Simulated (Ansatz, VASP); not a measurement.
## ZnS in VASP and in Ansatz

```xyz
4
Lattice="3.8110 0.0000 0.0000 -1.9055 3.3004 0.0000 0.0000 0.0000 6.2340" Properties=species:S:1:pos:R:3 pbc="T T T"
Zn   -0.3182    1.8821    0.4500
Zn    1.9055    1.1001    3.1170
S     0.0000    2.2003    2.4001
S     1.9055    1.1001    5.5171
```

Alike in both runs: task single point; functional r2SCAN; k mesh 6 × 6 × 4; occupations gaussian, width 0.05 eV; no spin polarisation.

|  | VASP | Ansatz |
| --- | --- | --- |
| version | VASP 6.6.1 | Ansatz 0.2.0 |
| potentials or method | VASP PAW PBE potentials, release 64 (Zn, S), cutoff 520 eV | scalar-relativistic, plane waves, PAW |
| valence electrons in the cell | 36 | 36 |

|  | VASP | Ansatz | Ansatz less VASP |
| --- | --- | --- | --- |
| gap on the k mesh at the Fermi level (eV) | 1.86 | 1.87 | +0.010 |
| least direct gap on the mesh (eV) | 1.86 | 1.87 | +0.010 |
| pressure (GPa) | 5.7 | 5.5 | -0.19 |
| traceless stress, the component that is largest in VASP (GPa) | 6.80 | 6.65 | -0.143 |
| rms of the force components (eV/Å) | 1.746 | 1.713 | -0.0333 |

VASP's potentials were made for PBE, not for r2SCAN. Atom by atom the forces differ by 0.034 eV/Å (rms over components).
